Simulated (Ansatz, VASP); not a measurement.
# ScSi2O3: VASP beside Ansatz

```xyz
6
Lattice="5.7641 0.0000 0.0000 -2.8821 4.9919 0.0000 0.0000 0.0000 2.7379" Properties=species:S:1:pos:R:3 pbc="T T T"
Sc    0.0000    0.0000    1.3690
Si    0.0000    3.3279    1.3690
Si    2.8821    1.6640    1.3690
O     2.0214    0.0000    1.3690
O    -1.0107    1.7506    1.3690
O     1.8714    3.2413    1.3690
```

Alike in both runs: task relaxation of cell and atoms; functional PBE; k mesh 3 × 3 × 6; occupations gaussian, width 0.1 eV; no spin polarisation.

|  | VASP | Ansatz |
| --- | --- | --- |
| version | VASP 6.6.1 | Ansatz 0.2.0 |
| potentials or method | VASP PAW PBE potentials, release 64 (Sc_sv, Si, O), cutoff 600 eV | scalar-relativistic, plane waves, PAW |
| valence electrons in the cell | 37 | 37 |

|  | VASP | Ansatz | Ansatz less VASP |
| --- | --- | --- | --- |
| gap on the k mesh at the Fermi level, each at its own relaxed structure (eV) | none | none | - |
| relaxed volume (Å³/atom) | 13.37 | 13.32 | -0.050 |
| relaxed cell length with the largest relative difference (Å) | 5.755 | 5.747 | -0.0080 |

A gap of «none» marks a metal or a gap that the smearing closes.

The k mesh is coarse, so the values compare programs but aren't converged.
